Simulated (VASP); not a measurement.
# KF (Carobbiite) (Fm-3m) in VASP: a series of runs, part 2 of 2

VASP 6.6.1. The steps go on from the part before.

## Step 4: Single point, PBEsol

File INCAR:

```
PREC = Accurate
ENCUT = 600
EDIFF = 1E-6
ISMEAR = 0
SIGMA = 0.01
LREAL = F
LASPH = T
NELM = 120
ALGO = Normal
ISIF = 2
LWAVE = F
LCHARG = F
GGA = PS
NBANDS = 15
GGA_COMPAT = F
```

File KPOINTS:

```
Automatic mesh
0
Gamma
  8 8 8
```

File POSCAR:

```
KF
1.0
    2.6541874404      2.6541874404      0.0000000000
   -2.6541874404      2.6541874404      0.0000000000
    0.0000000000      2.6541874404      2.6541874404
K F
1 1
Direct
    0.0000000000      0.0000000000      0.0000000000
    0.5000000000      0.5000000000      0.0000000000
```

The run is started by

```console
> cat potpaw_PBE.64/K_sv/POTCAR potpaw_PBE.64/F/POTCAR > POTCAR
> mpirun -np 1 vasp_std > vasp.out
```

Wall time 35 s (1 thread of Intel Xeon 8259CL, shared host); peak memory 0.17 GiB.

It converged, with:

```
Free energy            : -8.5216 eV
Pressure               : 0.0 GPa
Band gap on the k mesh : 6.13 eV, direct
```

Levels at points of the mesh, in eV from the valence-band top:
```tsv
k point	band 5	band 6	band 7	band 8	band 9	band 10	band 11	band 12
(0.00, 0.00, 0.00)	-9.20	0.00	0.00	0.00	6.13	10.69	10.69	10.69
(0.50, 0.00, 0.00)	-9.24	-0.84	-0.37	-0.37	9.05	10.61	12.14	12.14
(0.50, 0.50, 0.00)	-9.44	-0.20	-0.05	-0.05	8.11	10.35	11.82	13.71
```

Caveat: the PAW data sets were made with another functional, which shifts forces and pressure a little. A k mesh can miss the band edges.

## Step 5: Single point, PBEsol

File INCAR:

```
SYSTEM = KF
  PREC = Accurate
  ENCUT = 520
  EDIFF = 1E-7
  ISMEAR = 0
  SIGMA = 0.01
  LREAL = .FALSE.
  LASPH = .TRUE.
  NELM = 80
  ALGO = Normal
  ISIF = 2
  LWAVE = .FALSE.
  LCHARG = .FALSE.
  GGA = PS
  NBANDS = 15
```

File KPOINTS:

```
regular mesh
0
G
  8 8 8
  0 0 0
```

POSCAR is that of step 4.

Potentials or basis: VASP PAW PBE potentials, release 64 (K_sv, F).

The run is started by

```console
> cat potpaw_PBE.64/K_sv/POTCAR potpaw_PBE.64/F/POTCAR > POTCAR
> mpirun -np 1 vasp_std > vasp.out
```

OUTCAR:

```text
SYSTEM = KF
   PREC = Accurate
   ENCUT = 520
   EDIFF = 1E-7
   ISMEAR = 0
   LREAL = .FALSE.
   LASPH = .TRUE.
   NELM = 80
   ISIF = 2
   GGA = PS

 ion  position               nearest neighbor table
   1  0.000  0.000  0.000-   2 2.65   2 2.65   2 2.65   2 2.65   2 2.65   2 2.65
   2  0.500  0.500  0.000-   1 2.65   1 2.65   1 2.65   1 2.65   1 2.65   1 2.65

  LATTYP: Found a face centered cubic cell.
 ALAT       =     5.3083748808

  Lattice vectors:

 A1 = (   0.0000000000,   2.6541874404,   2.6541874404)
 A2 = (   2.6541874404,   0.0000000000,   2.6541874404)
 A3 = (   2.6541874404,   2.6541874404,   0.0000000000)

Analysis of symmetry for initial positions (statically):
=====================================================================
 Subroutine PRICEL returns:
 Original cell was already a primitive cell.

 Routine SETGRP: Setting up the symmetry group for a
 face centered cubic supercell.

 Subroutine GETGRP returns: Found 48 space group operations
 (whereof 48 operations were pure point group operations)
 out of a pool of 48 trial point group operations.

The static configuration has the point symmetry O_h .

Analysis of symmetry for dynamics (positions and initial velocities):
[... 165 lines left out ...]

 k-point     1 :       0.0000    0.0000    0.0000
  band No.  band energies     occupation
      1     -28.7654      2.00000
      2     -21.3945      2.00000
      3     -12.0615      2.00000
      4     -12.0615      2.00000
      5     -12.0615      2.00000
      6      -2.8558      2.00000
      7      -2.8557      2.00000
      8      -2.8557      2.00000
      9       3.2738      0.00000
     10       7.8315      0.00000
     11       7.8315      0.00000
     12       7.8315      0.00000
     13       9.5337      0.00000
     14       9.5337      0.00000
[... 401 lines left out ...]
      2     -21.4718      2.00000
      3     -12.4092      2.00000
      4     -12.2990      2.00000
      5     -12.1389      2.00000
      6      -3.4532      2.00000
      7      -3.1494      2.00000
      8      -3.1210      2.00000
      9       6.5212      0.00000
     10       7.2182      0.00000
     11       8.8871      0.00000
     12       9.9525      0.00000
     13      11.2486      0.00000
     14      12.3081      0.00000
     15      12.5649      0.00000

 [... further k-points ...]
[... 5 lines left out ...]
  --------------------------------------------------------------------------------------
  -------------------------------------------------------------------------------------
  Total        0.0045412      0.0045412      0.0045412     -0.0000000     -0.0000000      0.0000000
  in kB        0.1945606      0.1945606      0.1945606     -0.0000000     -0.0000000      0.0000000
  external PRESSURE =       0.1945606 kB  Pullay stress =       0.0000000 kB

 VOLUME and BASIS-vectors are now :
 -----------------------------------------------------------------------------
  energy-cutoff  :      520.00
  volume of cell :       37.40
      direct lattice vectors                 reciprocal lattice vectors
     2.654187440  2.654187440  0.000000000     0.188381571  0.188381571 -0.188381571
    -2.654187440  2.654187440  0.000000000    -0.188381571  0.188381571 -0.188381571
     0.000000000  2.654187440  2.654187440     0.000000000  0.000000000  0.376763142

 POSITION                                       TOTAL-FORCE (eV/Angst)
 -----------------------------------------------------------------------------------
      0.00000      0.00000      0.00000        -0.000000     -0.000000      0.000000
      0.00000      2.65419      0.00000         0.000000      0.000000      0.000000
 -----------------------------------------------------------------------------------
    total drift:                               -0.000000      0.000000      0.000000

  FREE ENERGIE OF THE ION-ELECTRON SYSTEM (eV)
  ---------------------------------------------------
  free  energy   TOTEN  =        -8.5200779997 eV

  energy  without entropy=       -8.5200779997  energy(sigma->0) =       -8.52007800
```

OSZICAR:

```text
N       E                     dE             d eps       ncg     rms          rms(c)
DAV:   1     0.110484523816E+03    0.11048E+03   -0.82483E+03   870   0.104E+03
DAV:   2    -0.513826803676E+01   -0.11562E+03   -0.10626E+03  1150   0.285E+02
DAV:   3    -0.952104671334E+01   -0.43828E+01   -0.43619E+01  1131   0.491E+01
DAV:   4    -0.963960503022E+01   -0.11856E+00   -0.11854E+00  1185   0.790E+00
DAV:   5    -0.964118624148E+01   -0.15812E-02   -0.15812E-02  1150   0.835E-01    0.592E+00
DAV:   6    -0.855974272774E+01    0.10814E+01   -0.29664E+00   898   0.141E+01    0.419E+00
DAV:   7    -0.852529850160E+01    0.34444E-01   -0.66699E-02  1108   0.223E+00    0.239E+00
DAV:   8    -0.851807781411E+01    0.72207E-02   -0.49511E-02   996   0.221E+00    0.206E-01
DAV:   9    -0.851949490268E+01   -0.14171E-02   -0.42889E-03  1052   0.551E-01    0.121E-01
DAV:  10    -0.851986675227E+01   -0.37185E-03   -0.35997E-04   947   0.171E-01    0.771E-02
DAV:  11    -0.852007815091E+01   -0.21140E-03   -0.19923E-04   905   0.105E-01    0.154E-02
DAV:  12    -0.852007780783E+01    0.34308E-06   -0.11168E-05  1146   0.339E-02    0.504E-03
DAV:  13    -0.852007795086E+01   -0.14303E-06   -0.23427E-06   961   0.134E-02    0.252E-03
DAV:  14    -0.852007799966E+01   -0.48805E-07   -0.58694E-08   893   0.242E-03
   1 F= -.85200780E+01 E0= -.85200780E+01  d E =-.450542-118
```

stdout:

```text
POSCAR found type information on POSCAR K F
 POSCAR found :  2 types and       2 ions
 scaLAPACK will be used
 -----------------------------------------------------------------------------
|                                                                             |
|                                                                             |
|     You enforced a specific xc type in the INCAR file but a different       |
|     I HOPE YOU KNOW WHAT YOU ARE DOING!                                     |
|                                                                             |
 -----------------------------------------------------------------------------

 LDA part: xc-table for (Slater+PW92), standard interpolation
 POSCAR, INCAR and KPOINTS ok, starting setup
 FFT: planning ... GRIDC
 FFT: planning ... GRID_SOFT
 FFT: planning ... GRID
 WAVECAR not read
 entering main loop
```

It took 27 s on 1 thread of Intel Xeon 8259CL, shared host; peak memory 0.16 GiB.

What came out:

* Free energy: -8.5201 eV
* Pressure: 0.0 GPa
* Band gap on the k mesh: 6.13 eV, direct

Caveat: the PAW data sets were made with another functional, which shifts forces and pressure a little. A k mesh can miss the band edges.

## Step 6: The runs side by side

```csv
task,cell,k mesh,cutoff (eV),smearing,gap on the mesh (eV),pressure (GPa)
single point,"a = 3.754 Å, angles 60.0, 60.0, 90.0°, 2 atoms",12 × 12 × 12,520,fermi-dirac 0.05 eV,6.13,0.0
relaxation of cell and atoms,"relaxed from a = 3.779 Å, angles 60.0, 60.0, 90.0°, 2 atoms",12 × 12 × 12,600,fermi-dirac 0.05 eV,6.13,0.0
single point,"a = 3.754 Å, angles 60.0, 60.0, 90.0°, 2 atoms",8 × 8 × 8,600,gaussian 0.01 eV,6.13,0.0
single point,"a = 3.754 Å, angles 60.0, 60.0, 90.0°, 2 atoms",8 × 8 × 8,520,gaussian 0.01 eV,6.13,0.0
```

Alike in all rows: level PBEsol; potentials or basis VASP PAW PBE potentials, release 64 (K_sv, F); no spin polarisation.

On the cell as given the gap runs from 6.13 eV (PBEsol) to 6.13 eV (PBEsol); the meshes differ, which moves gaps too.

Caveats: the PAW data sets were made with another functional, which shifts forces and pressure a little.

Absolute energies hang on the potentials; compare differences alone.
